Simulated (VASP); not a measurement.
# TiTe2 (P-3m1) in VASP: further runs

Runs on TiTe2. Level: PBE+D4. Tasks: single point.

Everything below comes from runs of VASP 6.6.1. Logs are shortened: lines on timing, memory, paths and dates and some standing lists are left out, and cuts for length are marked.

**1. The cell of the first run**

It takes space group P-3m1 (No. 164, trigonal). Conventional cell: a = 3.777 Å, b = 3.777 Å, c = 6.498 Å, α = 90.00°, β = 90.00°, γ = 120.00°. Within 3.8 Å of Ti (site symmetry -3m) lie 6 Te at 2.77 Å and 6 Ti at 3.78 Å. Within 3.8 Å of Te (site symmetry 3m) lie 3 Ti at 2.77 Å and 9 Te at 3.78 Å.

**2. Single point, PBE+D4**

INCAR reads:

```
  ALGO = Normal
  EDIFF = 1E-6
  ENCUT = 520
  GGA = PE
  ISIF = 2
  ISMEAR = 0
  IVDW = 13
  LASPH = True
  LCHARG = True
  LELF = True
  LREAL = False
  LVHAR = True
  LWAVE = False
  NBANDS = 19
  NELM = 80
  PREC = Accurate
  SIGMA = 0.1
```

KPOINTS reads:

```
k-points
0
Gamma
  6 6 4
```

POSCAR reads:

```
TiTe2
1.0
    3.7770000000      0.0000000000      0.0000000000
   -1.8885000000      3.2709779501      0.0000000000
    0.0000000000      0.0000000000      6.4980000000
Ti Te
1 2
Direct
    0.0000000000      0.0000000000      0.0000000000
    0.6666666667      0.3333333333      0.2628000000
    0.3333333333      0.6666666667      0.7372000000
```

Potentials or basis: VASP PAW PBE potentials, release 64 (Ti_sv, Te).

Command:

```bash
$ cat potpaw_PBE.64/Ti_sv/POTCAR potpaw_PBE.64/Te/POTCAR > POTCAR
$ mpirun -np 1 vasp_std > vasp.out
```

OUTCAR:

```text
EDIFF = 1E-6
   ENCUT = 520
   GGA = PE
   ISIF = 2
   ISMEAR = 0
   IVDW = 13
   LASPH = True
   LREAL = False
   NELM = 80
   PREC = Accurate

 ion  position               nearest neighbor table
   1  0.000  0.000  0.000-   2 2.77   3 2.77   2 2.77   3 2.77   2 2.77   3 2.77
   2  0.667  0.333  0.263-   1 2.77   1 2.77   1 2.77
   3  0.333  0.667  0.737-   1 2.77   1 2.77   1 2.77

  LATTYP: Found a hexagonal cell.
 ALAT       =     3.7770000000
 C/A-ratio  =     1.7204130262

  Lattice vectors:

 A1 = (   3.7770000000,   0.0000000000,   0.0000000000)
 A2 = (  -1.8885000000,   3.2709779501,   0.0000000000)
 A3 = (   0.0000000000,   0.0000000000,   6.4980000000)

Analysis of symmetry for initial positions (statically):
=====================================================================
 Subroutine PRICEL returns:
 Original cell was already a primitive cell.

 Routine SETGRP: Setting up the symmetry group for a
 hexagonal supercell.

 Subroutine GETGRP returns: Found 12 space group operations
 (whereof 12 operations were pure point group operations)
 out of a pool of 24 trial point group operations.

The static configuration has the point symmetry D_3d.

Analysis of symmetry for dynamics (positions and initial velocities):
=====================================================================
 Subroutine PRICEL returns:
 Original cell was already a primitive cell.

 Routine SETGRP: Setting up the symmetry group for a
 hexagonal supercell.

 Subroutine GETGRP returns: Found 12 space group operations
 (whereof 12 operations were pure point group operations)
 out of a pool of 24 trial point group operations.

The dynamic configuration has the point symmetry D_3d.

 Subroutine INISYM returns: Found 12 space group operations
 (whereof 12 operations are pure point group operations),
 and found     1 'primitive' translations

----------------------------------------------------------------------------------------

                                     Primitive cell

  volume of cell :      80.2794

  direct lattice vectors                    reciprocal lattice vectors
     3.777000000  0.000000000  0.000000000     0.264760392  0.152859484  0.000000000
    -1.888500000  3.270977950  0.000000000     0.000000000  0.305718967  0.000000000
     0.000000000  0.000000000  6.498000000     0.000000000  0.000000000  0.153893506

  length of vectors
     3.777000000  3.777000000  6.498000000     0.305718967  0.305718967  0.153893506

  position of ions in fractional coordinates (direct lattice)
     0.000000000  0.000000000  0.000000000
     0.666666667  0.333333333  0.262800000
     0.333333333  0.666666667  0.737200000

  ion indices of the primitive-cell ions
   primitive index   ion index
                 1           1
                 2           2
                 3           3

----------------------------------------------------------------------------------------

 KPOINTS: k-points

Automatic generation of k-mesh.
 Grid dimensions read from file:
 generate k-points for:    6    6    4

 Generating k-lattice:

  Cartesian coordinates                     Fractional coordinates (reciprocal lattice)
     0.044126732  0.025476581  0.000000000     0.166666667 -0.000000000  0.000000000
     0.000000000  0.050953161  0.000000000     0.000000000  0.166666667  0.000000000
     0.000000000  0.000000000  0.038473376     0.000000000  0.000000000  0.250000000

  Length of vectors
     0.050953161  0.050953161  0.038473376

  Shift w.r.t. Gamma in fractional coordinates (k-lattice)
     0.000000000  0.000000000  0.000000000

 Subroutine IBZKPT returns following result:
 ===========================================

 Found     24 irreducible k-points:

 Following reciprocal coordinates:
            Coordinates               Weight
  0.000000  0.000000  0.000000      1.000000
  0.166667  0.000000  0.000000      6.000000
  0.333333  0.000000  0.000000      6.000000
  0.500000 -0.000000  0.000000      3.000000
  0.166667  0.166667  0.000000      6.000000
  0.333333  0.166667  0.000000     12.000000
[... 16 lines left out ...]
  0.333333  0.166667  0.500000     12.000000
  0.333333  0.333333  0.500000      2.000000
   k-points           NKPTS =     24   k-points in BZ     NKDIM =     24   number of bands    NBANDS=     19
   number of dos      NEDOS =    301   number of ions     NIONS =      3
   total plane-waves  NPLWV =  37632
   dimension x,y,z NGX =    28 NGY =   28 NGZ =   48
   dimension x,y,z NGXF=    56 NGYF=   56 NGZF=   96
   ions per type =               1   2
   NGX,Y,Z   is equivalent  to a cutoff of  12.32, 12.32, 12.28 a.u.
   NGXF,Y,Z  is equivalent  to a cutoff of  24.65, 24.65, 24.56 a.u.
 SYSTEM =  unknown system
   PREC   = accura    normal or accurate (medium, high low for compatibility)
   ISTART =      0    job   : 0-new  1-cont  2-samecut
   ICHARG =      2    charge: 1-file 2-atom 10-const
   ISPIN  =      1    spin polarized calculation?
   LNONCOLLINEAR =      F non collinear calculations
   LSORBIT =      F    spin-orbit coupling
   LASPH  =      T    aspherical Exc in radial PAW
   ENCUT  =  520.0 eV  38.22 Ry    6.18 a.u.   7.02  7.02 12.08*2*pi/ulx,y,z
   NELM   =     80;   NELMIN=  2; NELMDL= -5     # of ELM steps
   EDIFF  = 0.1E-05   stopping-criterion for ELM
   LREAL  =      F    real-space projection
   EDIFFG = 0.1E-04   stopping-criterion for IOM
   NSW    =      0    number of steps for IOM
   IBRION =     -1    ionic relax: 0-MD 1-quasi-New 2-CG
   NFREE  =      0    steps in history (QN), initial steepest desc. (CG)
   ISIF   =      2    stress and relaxation
   ISYM   =      2    0-nonsym 1-usesym 2-fastsym
   POTIM  = 0.5000    time-step for ionic-motion
   TEBEG  =    0.0;   TEEND  =   0.0 temperature during run
   PSTRESS=    0.0 pullay stress
   NELECT =      24.0000    total number of electrons
   NUPDOWN=      -1.0000    fix difference up-down
   EMIN   =  10.00;   EMAX   =-10.00  energy-range for DOS
   EFERMI =   0.00;   METHOD = LEGACY
   ISMEAR =     0;   SIGMA  =   0.10  broadening in eV -4-tet -1-fermi 0-gaus
   EFERMI_NEDOS =   21; number of points for ismear=-14 and -15
   IALGO  =     38    algorithm
   IMIX   =      4    mixing-type and parameters
     AMIX     =   0.40;   BMIX     =  1.00
     AMIX_MAG =   1.60;   BMIX_MAG =  1.00
  volume/ion in A,a.u.               =      26.76       180.58
  Fermi-wavevector in a.u.,A,eV,Ry     =   1.094655  2.068597 16.303438  1.198269
  Thomas-Fermi vector in A             =   2.230964
   LORBIT       =      0    0 simple, 1 ext, 2 COOP (PROOUT), +10 PAW based schemes
   GGA     = PE    functional components
   LHFCALC =     F    Hartree Fock is set to
   AEXX    =    0.0000 exact exchange contribution
   IVDW    =    13    specifies the selected vdW correction
   LEPSILON=     F    determine dielectric tensor
   LRPA    =     F    only Hartree local field effects (RPA)
 non-spin polarized calculation
 Gauss-broadening in eV      SIGMA  =   0.10
  energy-cutoff  :      520.00
  volume of cell :       80.28
 maximum number of plane-waves:      2181
   NGX = 13   NGY = 13   NGZ = 25

 number of electron      23.9999998 magnetization

 Free energy of the ion-electron system (eV)
  ---------------------------------------------------
  ext. energy  EPLUGINS =         0.00000000
  ---------------------------------------------------
  free energy    TOTEN  =       -16.20631911 eV

  energy without entropy =      -16.19920487  energy(sigma->0) =      -16.20276199

 E-fermi :   6.8118     XC(G=0):  -9.8609

 val. band max:        6.7827208780   @ k =   0.5000  -0.0000   0.2500
 cond. band min:       6.8486868056   @ k =   0.5000  -0.0000   0.0000
 fundamental gap:      0.0659659276
 Fermi energy:         6.8118365793

 k-point     1 :       0.0000    0.0000    0.0000
  band No.  band energies     occupation
      1     -50.6421      2.00000
      2     -26.8977      2.00000
      3     -26.8977      2.00000
      4     -26.8664      2.00000
      5      -5.5841      2.00000
      6      -4.0815      2.00000
[... 11 lines left out ...]
     18      11.9252      0.00000
     19      12.7559      0.00000

 k-point     2 :       0.1667    0.0000    0.0000
  band No.  band energies     occupation
      1     -50.6414      2.00000
      2     -26.9082      2.00000
      3     -26.9001      2.00000
      4     -26.8640      2.00000
      5      -5.2831      2.00000
      6      -3.9311      2.00000
[... 11 lines left out ...]
     18      12.9126      0.00000
     19      13.7512      0.00000

 k-point     3 :       0.3333    0.0000    0.0000
  band No.  band energies     occupation
      1     -50.6399      2.00000
      2     -26.9290      2.00000
      3     -26.9049      2.00000
      4     -26.8592      2.00000
      5      -4.5043      2.00000
      6      -3.6317      2.00000
[... 11 lines left out ...]
     18      12.3311      0.00000
     19      12.7017      0.00000

 k-point     4 :       0.5000   -0.0000    0.0000
  band No.  band energies     occupation
      1     -50.6391      2.00000
      2     -26.9394      2.00000
      3     -26.9073      2.00000
      4     -26.8567      2.00000
      5      -3.8264      2.00000
      6      -3.6329      2.00000
[... 11 lines left out ...]
     18      12.1591      0.00000
     19      12.4372      0.00000

 k-point     5 :       0.1667    0.1667    0.0000
  band No.  band energies     occupation
      1     -50.6403      2.00000
      2     -26.9218      2.00000
      3     -26.9057      2.00000
      4     -26.8604      2.00000
      5      -4.7391      2.00000
      6      -3.6967      2.00000
[... 11 lines left out ...]
     18      12.9738      0.00000
     19      13.8715      0.00000

 k-point     6 :       0.3333    0.1667    0.0000
  band No.  band energies     occupation
      1     -50.6391      2.00000
      2     -26.9340      2.00000
      3     -26.9128      2.00000
      4     -26.8568      2.00000
      5      -3.9519      2.00000
      6      -3.5180      2.00000
[... 11 lines left out ...]
     18      11.6600      0.00000
     19      13.7650      0.00000

 k-point     7 :       0.3333    0.3333    0.0000
  band No.  band energies     occupation
      1     -50.6388      2.00000
      2     -26.9266      2.00000
      3     -26.9266      2.00000
      4     -26.8556      2.00000
      5      -3.5446      2.00000
      6      -3.5446      2.00000
[... 11 lines left out ...]
     18      10.7657      0.00000
     19      14.9679      0.00000

 k-point     8 :       0.0000    0.0000    0.2500
  band No.  band energies     occupation
      1     -50.6421      2.00000
      2     -26.8977      2.00000
      3     -26.8977      2.00000
      4     -26.8665      2.00000
      5      -5.4233      2.00000
      6      -4.3752      2.00000
[... 256 lines left out ...]
 k-point    20 :       0.3333    0.0000    0.5000
  band No.  band energies     occupation
      1     -50.6399      2.00000
      2     -26.9290      2.00000
      3     -26.9049      2.00000
      4     -26.8592      2.00000
      5      -4.1614      2.00000
      6      -4.0462      2.00000
[... 11 lines left out ...]
     18      11.7285      0.00000
     19      12.1262      0.00000

 k-point    21 :       0.5000   -0.0000    0.5000
  band No.  band energies     occupation
      1     -50.6391      2.00000
      2     -26.9394      2.00000
      3     -26.9073      2.00000
      4     -26.8567      2.00000
      5      -3.8435      2.00000
      6      -3.5812      2.00000
[... 11 lines left out ...]
     18      10.9729      0.00000
     19      11.4544      0.00000

 k-point    22 :       0.1667    0.1667    0.5000
  band No.  band energies     occupation
      1     -50.6403      2.00000
      2     -26.9218      2.00000
      3     -26.9058      2.00000
      4     -26.8604      2.00000
      5      -4.2931      2.00000
      6      -4.2584      2.00000
[... 11 lines left out ...]
     18      13.2540      0.00000
     19      13.5201      0.00000

 k-point    23 :       0.3333    0.1667    0.5000
  band No.  band energies     occupation
      1     -50.6391      2.00000
      2     -26.9340      2.00000
      3     -26.9128      2.00000
      4     -26.8568      2.00000
      5      -3.8068      2.00000
      6      -3.6606      2.00000
[... 11 lines left out ...]
     18      11.9806      0.00000
     19      12.4275      0.00000

 k-point    24 :       0.3333    0.3333    0.5000
  band No.  band energies     occupation
      1     -50.6388      2.00000
      2     -26.9265      2.00000
      3     -26.9265      2.00000
      4     -26.8556      2.00000
      5      -3.5361      2.00000
      6      -3.5361      2.00000
[... 11 lines left out ...]
     18      12.4835      0.00000
     19      12.4835      0.00000

------------------------ aborting loop because EDIFF is reached ----------------------------------------

  DFT-D4 for vdW energy calculation

  Edisp (eV):   -1.25742

  FORCE on cell =-STRESS in cart. coord.  units (eV):
  Direction    XX          YY          ZZ          XY          YZ          ZX
  --------------------------------------------------------------------------------------
  -------------------------------------------------------------------------------------
  Total      -0.82337    -0.82337    -0.81376    -0.00000     0.00000     0.00000
  in kB     -16.43236   -16.43236   -16.24052    -0.00000     0.00000     0.00000
  external pressure =      -16.37 kB  Pullay stress =        0.00 kB

 VOLUME and BASIS-vectors are now :
 -----------------------------------------------------------------------------
  energy-cutoff  :      520.00
  volume of cell :       80.28
      direct lattice vectors                 reciprocal lattice vectors
     3.777000000  0.000000000  0.000000000     0.264760392  0.152859484  0.000000000
    -1.888500000  3.270977950  0.000000000     0.000000000  0.305718967  0.000000000
     0.000000000  0.000000000  6.498000000     0.000000000  0.000000000  0.153893506

 POSITION                                       TOTAL-FORCE (eV/Angst)
 -----------------------------------------------------------------------------------
      0.00000      0.00000      0.00000        -0.000000      0.000000      0.000000
      1.88850      1.09033      1.70767        -0.000000     -0.000000     -0.039220
     -0.00000      2.18065      4.79033         0.000000      0.000000      0.039220
 -----------------------------------------------------------------------------------
    total drift:                                0.000000     -0.000000     -0.000000

  FREE ENERGIE OF THE ION-ELECTRON SYSTEM (eV)
  ---------------------------------------------------
  free  energy   TOTEN  =       -17.4637391296 eV

  energy  without entropy=      -17.4566248846  energy(sigma->0) =      -17.46018201
```

Run time: 19 s. Hardware: 1 thread of AMD EPYC 9R45 (Zen 5), shared host; peak memory 0.17 GiB.

Results:

```yaml
Free_energy: -17.4637 eV
Pressure: -1.6 GPa
Largest_force: 0.039 eV/Å
Band_gap_on_the_k_mesh: zero (bands 12 and 13 overlap by 0.67 eV)
Dispersion_energy_per_atom: -0.419 eV
```

Forces on the atoms (eV/Å):
```
Ti   0.000  0.000  0.000
Te   0.000  0.000 -0.039
Te   0.000  0.000  0.039
```

Levels at points of the mesh, in eV from the Fermi level:
```
           k point  band 9  band 10  band 11  band 12  band 13  band 14  band 15  band 16
(0.00, 0.00, 0.00)   -1.66     0.37     0.42     0.42     0.58     1.08     1.08     3.07
(0.50, 0.00, 0.00)   -2.71    -2.39    -1.74    -1.13     0.04     1.17     1.50     2.42
(0.00, 0.00, 0.50)   -1.59    -1.59     0.41     0.41     0.76     0.76     1.04     3.50
(0.50, 0.00, 0.50)   -2.40    -2.01    -0.97    -0.60    -0.25     1.17     1.48     2.62
```

Caveat: spin-orbit coupling is left out, which moves the levels of the heavy elements.

**3. Single point, PBE+D4 (23.41 Å³/atom)**

This run uses another cell than the first one, of 23.41 Å³/atom.

INCAR reads:

```
SYSTEM = TiTe2
ALGO     = Normal         ! electronic algorithm
EDIFF    = 1E-6           ! SCF threshold, eV
ENCUT    = 520            ! plane-wave cutoff, eV
GGA      = PE             ! functional
ISIF     = 2              ! what is computed and relaxed
ISMEAR   = 0              ! smearing method
IVDW     = 13             ! dispersion correction
LASPH    = .TRUE.         ! aspherical terms in the spheres
LCHARG   = .FALSE.        ! write CHGCAR
LREAL    = .FALSE.        ! projectors in reciprocal space
LWAVE    = .FALSE.        ! write WAVECAR
NBANDS   = 19             ! bands
NELM     = 100            ! most SCF steps
PREC     = Accurate       ! precision mode
SIGMA    = 0.1            ! smearing width, eV
```

KPOINTS reads:

```
k-points
0
G
  15 15 8
  0 0 0
```

POSCAR reads:

```
TiTe2
1.0
    3.6156583507      0.0000000000      0.0000000000
   -1.8078291754      3.1312519831      0.0000000000
    0.0000000000      0.0000000000      6.2043282077
Ti Te
1 2
Direct
    0.0000000000      0.0000000000      0.0000000000
    0.6666666667      0.3333333333      0.2795215285
    0.3333333333      0.6666666667      0.7204784715
```

Potentials or basis: VASP PAW PBE potentials, release 64 (Ti_sv, Te).

Command:

```bash
$ cat potpaw_PBE.64/Ti_sv/POTCAR potpaw_PBE.64/Te/POTCAR > POTCAR
$ mpirun -np 1 vasp_std > vasp.out
```

It took 2 min on 1 thread of AMD EPYC 9R45 (Zen 5), shared host; peak memory 0.34 GiB.

Results (log left out):

```
Free energy                : -17.3875 eV
Pressure                   : 4.8 GPa
Largest force              : 0.007 eV/Å
Band gap on the k mesh     : zero (bands 12 and 13 overlap by 0.89 eV)
Dispersion energy per atom : -0.472 eV
```

Forces on the atoms (eV/Å):
```
Ti   0.000  0.000  0.000
Te   0.000  0.000  0.007
Te   0.000  0.000 -0.007
```

Levels at points of the mesh, in eV from the Fermi level:
```
           k point  band 10  band 11  band 12  band 13  band 14  band 15
(0.00, 0.00, 0.00)     0.14     0.48     0.48     1.00     1.49     1.49
(0.00, 0.00, 0.50)    -1.47     0.47     0.47     0.88     0.88     1.23
```

Caveat: the cell stands under pressure; spin-orbit coupling is left out, which moves the levels of the heavy elements.
